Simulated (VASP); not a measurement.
Set up this calculation in VASP 6.6.1, as the native input.

```
Task                   : single point
Functional             : r2SCAN
Potentials or basis    : VASP PAW PBE potentials, release 64 (Si, C)
Cutoff                 : 520 eV
k mesh                 : 12 × 12 × 6
Occupations            : fermi-dirac, width 0.02 eV
Spin                   : no spin polarisation
Dipole correction      : no
Further INCAR settings : ALGO = Normal; EDIFF = 1e-06; NBANDS = 16
```

The system is SiC.

```
Si C
1.0
     3.13734    0.00000    0.00000
    -1.56867    2.71701    0.00000
     0.00000    0.00000    4.93271
Si C
2 2
Direct
  0.33333 0.66667 0.25000
  0.66667 0.33333 0.75000
  0.66667 0.33333 0.25000
  0.33333 0.66667 0.75000
```

One way to write it, as run:

POSCAR

```
SiC
1.0
    3.1373359322      0.0000000000      0.0000000000
   -1.5686679661      2.7170126175      0.0000000000
    0.0000000000      0.0000000000      4.9327143521
Si C
2 2
Direct
    0.3333333333      0.6666666667      0.2500000000
    0.6666666667      0.3333333333      0.7500000000
    0.6666666667      0.3333333333      0.2500000000
    0.3333333333      0.6666666667      0.7500000000
```

INCAR.step1

```
PREC = Accurate
ENCUT = 520
ISMEAR = -1
SIGMA = 0.02
LREAL = False
LASPH = True
NELM = 80
NBANDS = 16
GGA = PE
ALGO = Normal
EDIFF = 1E-4
LWAVE = True
LCHARG = False
```

INCAR.step2

```
PREC = Accurate
ENCUT = 520
EDIFF = 1E-6
ISMEAR = -1
SIGMA = 0.02
LREAL = False
LASPH = True
NELM = 80
ALGO = Normal
ISIF = 2
LWAVE = False
LCHARG = False
METAGGA = R2SCAN
LMIXTAU = True
NBANDS = 16
ISTART = 1
```

KPOINTS

```
Automatic mesh
0
Gamma
  12 12 6
```

Potentials or basis: VASP PAW PBE potentials, release 64 (Si, C).

Command:

```sh
$ cat potpaw_PBE.64/Si/POTCAR potpaw_PBE.64/C/POTCAR > POTCAR
$ cp INCAR.step1 INCAR
$ mpirun -np 1 vasp_std > vasp.out
$ cp INCAR.step2 INCAR
$ mpirun -np 1 vasp_std > vasp.out
```

Results of the run:

| Item | Value |
| --- | --- |
| Pressure | -0.2 GPa |
| Band gap on the k mesh | 0.11 eV, indirect (least direct gap 1.87 eV) |

Caveat: the PAW data sets were made with another functional, which shifts forces and pressure a little.

Wall time 60 s on 1 thread of Intel(R) Xeon(R) 6975P-C (Granite Rapids), on a shared host, peak memory 0.18 GiB.
